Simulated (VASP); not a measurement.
# Be2C (Fm-3m) in VASP: settings compared

Be2C is run at these levels: r2SCAN+rVV10, revPBE+D3(BJ), r2SCAN+D4; tasks: single point, relaxation of cell and atoms.

Everything below comes from runs of VASP 6.6.1. Logs are shortened: lines on timing, memory, paths and dates and some standing lists are left out, and cuts for length are marked.

**1. The cell of the first run**

It takes space group Fm-3m (No. 225, cubic). The conventional cell has a = 4.318 Å, b = 4.318 Å, c = 4.318 Å, α = 90.00°, β = 90.00°, γ = 90.00°. Be (site symmetry -43m) has 4 C at 1.87 Å and 6 Be at 2.16 Å within 2.5 Å. Within 2.5 Å of C (site symmetry m-3m) lie 8 Be at 1.87 Å.

**2. Single point, r2SCAN+rVV10**

The input, POSCAR:

```
Be2C
1.0
    0.0000000000      2.1591521439      2.1591521439
    2.1591521439      0.0000000000      2.1591521439
    2.1591521439      2.1591521439      0.0000000000
Be C
2 1
Direct
    0.2500000000      0.2500000000      0.2500000000
    0.7500000000      0.7500000000      0.7500000000
    0.0000000000      0.0000000000      0.0000000000
```

The input, INCAR.step1:

```
ALGO = Normal
EDIFF = 1E-5
ENCUT = 660
GGA = PE
GGA_COMPAT = F
ISMEAR = 0
LASPH = T
LCHARG = F
LREAL = F
LWAVE = T
NBANDS = 11
NELM = 120
PREC = Accurate
SIGMA = 0.01
```

The input, INCAR.step2:

```
ALGO = Normal
BPARAM = 11.95
CPARAM = 0.0093
EDIFF = 1E-6
ENCUT = 660
GGA_COMPAT = F
ISIF = 2
ISMEAR = 0
ISTART = 1
IVDW_NL = 2
LASPH = T
LCHARG = F
LMIXTAU = T
LREAL = F
LUSE_VDW = T
LWAVE = F
METAGGA = R2SCAN
NBANDS = 11
NELM = 120
PREC = Accurate
SIGMA = 0.01
```

The input, KPOINTS:

```
k-points
0
Gamma
  8 8 8
```

Potentials or basis: VASP PAW PBE potentials, release 64 (Be, C).

Started as:

```console
$ cat potpaw_PBE.64/Be/POTCAR potpaw_PBE.64/C/POTCAR > POTCAR
$ cp INCAR.step1 INCAR
$ mpirun -np 1 vasp_std > vasp.out
$ cp INCAR.step2 INCAR
$ mpirun -np 1 vasp_std > vasp.out
```

OUTCAR:

```text
BPARAM = 11.95
   EDIFF = 1E-6
   ENCUT = 660
   ISIF = 2
   ISMEAR = 0
   ISTART = 1
   IVDW_NL = 2
   LASPH = T
   LREAL = F
   METAGGA = R2SCAN
   NELM = 120
   PREC = Accurate

 ion  position               nearest neighbor table
   1  0.250  0.250  0.250-   3 1.87   3 1.87   3 1.87   3 1.87   2 2.16   2 2.16   2 2.16   2 2.16
                             2 2.16   2 2.16
   2  0.750  0.750  0.750-   3 1.87   3 1.87   3 1.87   3 1.87   1 2.16   1 2.16   1 2.16   1 2.16
                             1 2.16   1 2.16
   3  0.000  0.000  0.000-   2 1.87   2 1.87   2 1.87   1 1.87   2 1.87   1 1.87   1 1.87   1 1.87

  LATTYP: Found a face centered cubic cell.
 ALAT       =     4.3183042878

  Lattice vectors:

 A1 = (   0.0000000000,   2.1591521439,   2.1591521439)
 A2 = (   2.1591521439,   0.0000000000,   2.1591521439)
 A3 = (   2.1591521439,   2.1591521439,   0.0000000000)

Analysis of symmetry for initial positions (statically):
=====================================================================
 Subroutine PRICEL returns:
 Original cell was already a primitive cell.

 Routine SETGRP: Setting up the symmetry group for a
 face centered cubic supercell.

 Subroutine GETGRP returns: Found 48 space group operations
 (whereof 48 operations were pure point group operations)
 out of a pool of 48 trial point group operations.

The static configuration has the point symmetry O_h .

Analysis of symmetry for dynamics (positions and initial velocities):
=====================================================================
 Subroutine PRICEL returns:
 Original cell was already a primitive cell.

 Routine SETGRP: Setting up the symmetry group for a
 face centered cubic supercell.

 Subroutine GETGRP returns: Found 48 space group operations
 (whereof 48 operations were pure point group operations)
 out of a pool of 48 trial point group operations.

The dynamic configuration has the point symmetry O_h .

 Subroutine INISYM returns: Found 48 space group operations
 (whereof 48 operations are pure point group operations),
 and found     1 'primitive' translations

----------------------------------------------------------------------------------------

                                     Primitive cell

  volume of cell :      20.1317

  direct lattice vectors                    reciprocal lattice vectors
     0.000000000  2.159152144  2.159152144    -0.231572380  0.231572380  0.231572380
     2.159152144  0.000000000  2.159152144     0.231572380 -0.231572380  0.231572380
     2.159152144  2.159152144  0.000000000     0.231572380  0.231572380 -0.231572380

  length of vectors
     3.053502245  3.053502245  3.053502245     0.401095127  0.401095127  0.401095127

  position of ions in fractional coordinates (direct lattice)
     0.250000000  0.250000000  0.250000000
     0.750000000  0.750000000  0.750000000
     0.000000000  0.000000000  0.000000000

  ion indices of the primitive-cell ions
   primitive index   ion index
                 1           1
                 2           2
                 3           3

----------------------------------------------------------------------------------------

 KPOINTS: k-points

Automatic generation of k-mesh.
 Grid dimensions read from file:
 generate k-points for:    8    8    8

 Generating k-lattice:

  Cartesian coordinates                     Fractional coordinates (reciprocal lattice)
    -0.028946547  0.028946547  0.028946547     0.125000000  0.000000000  0.000000000
     0.028946547 -0.028946547  0.028946547     0.000000000  0.125000000  0.000000000
     0.028946547  0.028946547 -0.028946547     0.000000000  0.000000000  0.125000000

  Length of vectors
     0.050136891  0.050136891  0.050136891

  Shift w.r.t. Gamma in fractional coordinates (k-lattice)
     0.000000000  0.000000000  0.000000000

 Subroutine IBZKPT returns following result:
 ===========================================

 Found     29 irreducible k-points:

 Following reciprocal coordinates:
            Coordinates               Weight
  0.000000  0.000000  0.000000      1.000000
  0.125000  0.000000  0.000000      8.000000
  0.250000  0.000000  0.000000      8.000000
  0.375000  0.000000  0.000000      8.000000
  0.500000  0.000000  0.000000      4.000000
  0.125000  0.125000  0.000000      6.000000
[... 16 lines left out ...]
  0.500000  0.250000  0.125000     48.000000
 -0.375000  0.250000  0.125000     24.000000
 [... further k-points ...]
   k-points           NKPTS =     29   k-points in BZ     NKDIM =     29   number of bands    NBANDS=     11
   number of dos      NEDOS =    301   number of ions     NIONS =      3
   total plane-waves  NPLWV =  21952
   dimension x,y,z NGX =    28 NGY =   28 NGZ =   28
   dimension x,y,z NGXF=    56 NGYF=   56 NGZF=   56
   ions per type =               2   1
   NGX,Y,Z   is equivalent  to a cutoff of  15.24, 15.24, 15.24 a.u.
   NGXF,Y,Z  is equivalent  to a cutoff of  30.49, 30.49, 30.49 a.u.
 SYSTEM =  unknown system
   PREC   = accura    normal or accurate (medium, high low for compatibility)
   ISTART =      1    job   : 0-new  1-cont  2-samecut
   ICHARG =      0    charge: 1-file 2-atom 10-const
   ISPIN  =      1    spin polarized calculation?
   LNONCOLLINEAR =      F non collinear calculations
   LSORBIT =      F    spin-orbit coupling
   LASPH  =      T    aspherical Exc in radial PAW
   ENCUT  =  660.0 eV  48.51 Ry    6.96 a.u.   6.40  6.40  6.40*2*pi/ulx,y,z
   NELM   =    120;   NELMIN=  2; NELMDL=  0     # of ELM steps
   EDIFF  = 0.1E-05   stopping-criterion for ELM
   LREAL  =      F    real-space projection
   EDIFFG = 0.1E-04   stopping-criterion for IOM
   NSW    =      0    number of steps for IOM
   IBRION =     -1    ionic relax: 0-MD 1-quasi-New 2-CG
   NFREE  =      0    steps in history (QN), initial steepest desc. (CG)
   ISIF   =      2    stress and relaxation
   ISYM   =      2    0-nonsym 1-usesym 2-fastsym
   POTIM  = 0.5000    time-step for ionic-motion
   TEBEG  =    0.0;   TEEND  =   0.0 temperature during run
   PSTRESS=    0.0 pullay stress
   NELECT =       8.0000    total number of electrons
   NUPDOWN=      -1.0000    fix difference up-down
   EMIN   =  10.00;   EMAX   =-10.00  energy-range for DOS
   EFERMI =   0.00;   METHOD = LEGACY
   ISMEAR =     0;   SIGMA  =   0.01  broadening in eV -4-tet -1-fermi 0-gaus
   EFERMI_NEDOS =   21; number of points for ismear=-14 and -15
   IALGO  =     38    algorithm
   IMIX   =      4    mixing-type and parameters
     AMIX     =   0.40;   BMIX     =  1.00
     AMIX_MAG =   1.60;   BMIX_MAG =  1.00
  volume/ion in A,a.u.               =       6.71        45.29
  Fermi-wavevector in a.u.,A,eV,Ry     =   1.203589  2.274454 19.709763  1.448627
  Thomas-Fermi vector in A             =   2.339338
   LORBIT       =      0    0 simple, 1 ext, 2 COOP (PROOUT), +10 PAW based schemes
   METAGGA = R2SCAN    functional components
   LHFCALC =     F    Hartree Fock is set to
   AEXX    =    0.0000 exact exchange contribution
   IVDW_NL    =     2    kernel type
   BPARAM     =11.9500
   IVDW    =     0    specifies the selected vdW correction
   LEPSILON=     F    determine dielectric tensor
   LRPA    =     F    only Hartree local field effects (RPA)
 non-spin polarized calculation
 Gauss-broadening in eV      SIGMA  =   0.01
  energy-cutoff  :      660.00
  volume of cell :       20.13
 maximum number of plane-waves:       785
 NGX is ok and might be reduce to    28
   NGX = 13   NGY = 13   NGZ = 13

 number of electron       8.0000000 magnetization

 Free energy of the ion-electron system (eV)
  ---------------------------------------------------
  ext. energy  EPLUGINS =         0.00000000
  ---------------------------------------------------
  free energy    TOTEN  =       -19.41966486 eV

  energy without entropy =      -19.41966486  energy(sigma->0) =      -19.41966486

 E-fermi :   7.8475     XC(G=0): -12.0686

 val. band max:        7.7901043411   @ k =   0.0000   0.0000   0.0000
 cond. band min:       9.2879675518   @ k =   0.5000   0.5000   0.0000
 fundamental gap:      1.4978632107
 Fermi energy:         7.8475094221

 k-point     1 :       0.0000    0.0000    0.0000
  band No.  band energies     occupation
      1      -8.2103      2.00000
      2       7.7901      2.00000
      3       7.7901      2.00000
      4       7.7901      2.00000
      5      12.4138      0.00000
      6      12.4138      0.00000
      7      12.4138      0.00000
      8      15.2510      0.00000
      9      22.2106      0.00000
     10      22.2106      0.00000
     11      22.2106      0.00000

 k-point     2 :       0.1250    0.0000    0.0000
  band No.  band energies     occupation
      1      -7.9472      2.00000
      2       5.8323      2.00000
      3       7.3345      2.00000
      4       7.3345      2.00000
      5      13.0894      0.00000
      6      13.0894      0.00000
      7      13.5595      0.00000
      8      15.9039      0.00000
      9      20.5286      0.00000
     10      20.5286      0.00000
     11      22.7985      0.00000

 k-point     3 :       0.2500    0.0000    0.0000
  band No.  band energies     occupation
      1      -7.1783      2.00000
      2       2.7237      2.00000
      3       6.5793      2.00000
      4       6.5793      2.00000
      5      13.8460      0.00000
      6      13.8460      0.00000
      7      14.5593      0.00000
      8      17.3149      0.00000
      9      19.9502      0.00000
     10      19.9502      0.00000
     11      24.3308      0.00000
[... 267 lines left out ...]
 k-point    23 :       0.5000    0.2500    0.1250
  band No.  band energies     occupation
      1      -5.4565      2.00000
      2       0.5195      2.00000
      3       3.3940      2.00000
      4       4.8180      2.00000
      5      13.5389      0.00000
      6      15.2177      0.00000
      7      16.6535      0.00000
      8      18.4505      0.00000
      9      21.0696      0.00000
     10      23.9118      0.00000
     11      26.5654      0.00000

 k-point    24 :      -0.3750    0.2500    0.1250
  band No.  band energies     occupation
      1      -4.7522      2.00000
      2      -0.6197      2.00000
      3       3.4569      2.00000
      4       4.2584      2.00000
      5      13.4803      0.00000
      6      14.9905      0.00000
      7      18.4256      0.00000
      8      19.3434      0.00000
      9      20.8832      0.00000
     10      22.7043      0.00000
     11      26.7381      0.00000

 [... further k-points ...]

------------------------ aborting loop because EDIFF is reached ----------------------------------------

  FORCE on cell =-STRESS in cart. coord.  units (eV):
  Direction    XX          YY          ZZ          XY          YZ          ZX
  --------------------------------------------------------------------------------------
  -------------------------------------------------------------------------------------
  Total        0.1137656      0.1137656      0.1137656      0.0000000      0.0000000     -0.0000000
  in kB        9.0540282      9.0540282      9.0540282      0.0000000      0.0000000     -0.0000000
  external PRESSURE =       9.0540282 kB  Pullay stress =       0.0000000 kB

 VOLUME and BASIS-vectors are now :
 -----------------------------------------------------------------------------
  energy-cutoff  :      660.00
  volume of cell :       20.13
      direct lattice vectors                 reciprocal lattice vectors
     0.000000000  2.159152144  2.159152144    -0.231572380  0.231572380  0.231572380
     2.159152144  0.000000000  2.159152144     0.231572380 -0.231572380  0.231572380
     2.159152144  2.159152144  0.000000000     0.231572380  0.231572380 -0.231572380

 POSITION                                       TOTAL-FORCE (eV/Angst)
 -----------------------------------------------------------------------------------
      1.07958      1.07958      1.07958        -0.000000     -0.000000      0.000000
      3.23873      3.23873      3.23873         0.000000      0.000000      0.000000
      0.00000      0.00000      0.00000         0.000000      0.000000     -0.000000
 -----------------------------------------------------------------------------------
    total drift:                               -0.000000     -0.000000      0.000000

  FREE ENERGIE OF THE ION-ELECTRON SYSTEM (eV)
  ---------------------------------------------------
  free  energy   TOTEN  =       -19.4196648568 eV

  energy  without entropy=      -19.4196648568  energy(sigma->0) =      -19.41966486
```

Wall time 1.9 min (1 thread of Intel Xeon 8259CL, shared host); peak memory 0.26 GiB.

What came out:

| Item | Value |
| --- | --- |
| Free energy | -19.4197 eV |
| Pressure | 0.9 GPa |
| Band gap on the k mesh | 1.50 eV (least direct gap 4.62 eV) |

Levels at points of the mesh, in eV from the valence-band top:
| k point | band 2 | band 3 | band 4 | band 5 | band 6 | band 7 |
| --- | --- | --- | --- | --- | --- | --- |
| (0.00, 0.00, 0.00) | 0.00 | 0.00 | 0.00 | 4.62 | 4.62 | 4.62 |
| (0.50, 0.00, 0.00) | -9.13 | -1.91 | -1.91 | 5.53 | 5.53 | 7.63 |
| (0.50, 0.50, 0.00) | -7.16 | -4.94 | -4.94 | 1.50 | 6.21 | 14.47 |

Caveat: the PAW data sets were made with another functional, which shifts forces and pressure a little.

**3. Relaxation of cell and atoms, revPBE+D3(BJ)**

This run uses another cell than the first one, of 6.77 Å³/atom.

The input, INCAR:

```
  ALGO = Normal
  EDIFF = 1E-7
  EDIFFG = -0.03
  ENCUT = 600
  GGA = RE
  GGA_COMPAT = F
  IBRION = 2
  ISIF = 3
  ISMEAR = 0
  IVDW = 12
  LASPH = T
  LCHARG = F
  LREAL = F
  LWAVE = F
  NELM = 120
  NELMIN = 4
  NSW = 60
  PREC = Accurate
  SIGMA = 0.01
```

KPOINTS is that of step 2.

The input, POSCAR:

```
Be2C
1.0
    0.0000000000      2.1650000000      2.1650000000
    2.1650000000      0.0000000000      2.1650000000
    2.1650000000      2.1650000000      0.0000000000
Be C
2 1
Direct
    0.2500000000      0.2500000000      0.2500000000
    0.7500000000      0.7500000000      0.7500000000
    0.0000000000      0.0000000000      0.0000000000
```

Potentials or basis: VASP PAW PBE potentials, release 64 (Be, C).

Started as:

```console
$ cat potpaw_PBE.64/Be/POTCAR potpaw_PBE.64/C/POTCAR > POTCAR
$ mpirun -np 1 vasp_std > vasp.out
```

It took 18 s on 1 thread of Intel Xeon 8259CL, shared host; peak memory 0.15 GiB.

It converged, with:

```yaml
Free_energy: -18.5604 eV
Relaxed_volume: 6.36 Å³/atom
Relaxed_cell: a = 2.999 Å, b = 2.999 Å, c = 2.999 Å, α = 60.00°, β = 60.00°, γ = 60.00°
Space_group_after_relaxing_to_0.1_Å: Fm-3m (No. 225)
Energy_gained_by_relaxing: 16.1 meV/atom
Ionic_steps: 3
Pressure_after_relaxing: 0.0 GPa
Band_gap_on_the_k_mesh: 1.16 eV (least direct gap 4.30 eV)
Dispersion_energy_per_atom: -0.675 eV
```

Step by step:
```tsv
step	energy change (eV)	largest force (eV/Å)	pressure (GPa)	volume (Å³)
1	0.0000	0.0000	-12.15	20.30
2	-0.0460	0.0000	3.02	18.83
3	-0.0483	0.0000	0.04	19.08
```

Final structure:
```xyz
3
Lattice="0.0000 2.1208 2.1208 2.1208 0.0000 2.1208 2.1208 2.1208 0.0000" Properties=species:S:1:pos:R:3 pbc="T T T"
Be    1.0604    1.0604    1.0604
Be    3.1812    3.1812    3.1812
C     0.0000    0.0000    0.0000
```

Levels at points of the mesh, in eV from the valence-band top:
```csv
k point,band 1,band 2,band 3,band 4,band 5,band 6,band 7,band 8
"(0.00, 0.00, 0.00)",-15.55,0.00,0.00,0.00,4.30,4.30,4.30,7.42
"(0.50, 0.00, 0.00)",-12.53,-9.13,-1.92,-1.92,5.15,5.15,7.66,10.24
"(0.50, 0.50, 0.00)",-11.76,-7.02,-4.97,-4.97,1.16,6.14,13.99,13.99
```

Caveat: the PAW data sets were made with another functional, which shifts forces and pressure a little. A k mesh can miss the band edges.

(Continued in part 2 of 2.)
